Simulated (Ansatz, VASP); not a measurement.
## Two plane-wave programs on CdS

Contents of INCAR:

```
SYSTEM = CdS
ALGO = Normal
EDIFF = 1E-6
ENCUT = 520
GGA = PE
GGA_COMPAT = .FALSE.
ISIF = 2
ISMEAR = -1
LASPH = .TRUE.
LCHARG = .FALSE.
LNONCOLLINEAR = .TRUE.
LORBIT = 11
LORBMOM = .TRUE.
LREAL = .FALSE.
LSORBIT = .TRUE.
LWAVE = .FALSE.
MAGMOM = 0 0 0 0 0 0
NBANDS = 30
NELM = 150
PREC = Accurate
SIGMA = 0.02
```

The input KPOINTS:

```
k-points
0
G
  4 4 4
  0 0 0
```

POSCAR

```
CdS
1.0
    0.0000000000      2.9392138883      2.9392138883
    2.9392138883      0.0000000000      2.9392138883
    2.9392138883      2.9392138883      0.0000000000
Cd S
1 1
Direct
    0.0000000000      0.0000000000      0.0000000000
    0.2500000000      0.2500000000      0.2500000000
```

Input for Ansatz:

```yaml
crystal:
  lattice:
    - [0.0, 2.9392138883, 2.9392138883]
    - [2.9392138883, 0.0, 2.9392138883]
    - [2.9392138883, 2.9392138883, 0.0]
  atoms:
    - { symbol: Cd, position: [0.0, 0.0, 0.0] }
    - { symbol: S, position: [0.25, 0.25, 0.25] }
kpoints:
  mp_grid: { grid: [4, 4, 4] }
hamiltonian:
  xc: pbe
scf:
  occupations: { method: fermi_dirac, width: 0.02 }
  n_extra_bands: 24
magnetization:
  noncollinear: true
  spin_orbit: true
output:
  optics: { e_range: [0, 12], de: 0.05, sigma: 0.1, bands: scf }
```

Alike in both runs: task single point; functional PBE; k mesh 4 × 4 × 4; occupations fermi-dirac, width 0.02 eV; non-collinear spin, spin-orbit coupling.

|  | VASP | Ansatz |
| --- | --- | --- |
| version | VASP 6.6.1 | Ansatz 0.2.0 |
| potentials or method | VASP PAW PBE potentials, release 64 (Cd, S) | plane waves, PAW |
| plane-wave cutoff (eV) | 520 | 420 |
| valence electrons in the cell | 18 | 26 |

|  | VASP | Ansatz | Ansatz less VASP |
| --- | --- | --- | --- |
| net moment per atom (μB) | 0.00 | 0.00 | 0.000 |

VASP's potentials hold 18 valence electrons a cell and Ansatz's 26, so a difference there can come from the potentials and not from the codes. Ansatz's warnings: optics gap not shown off mesh.

The k mesh is coarse, so the values compare programs but aren't converged.
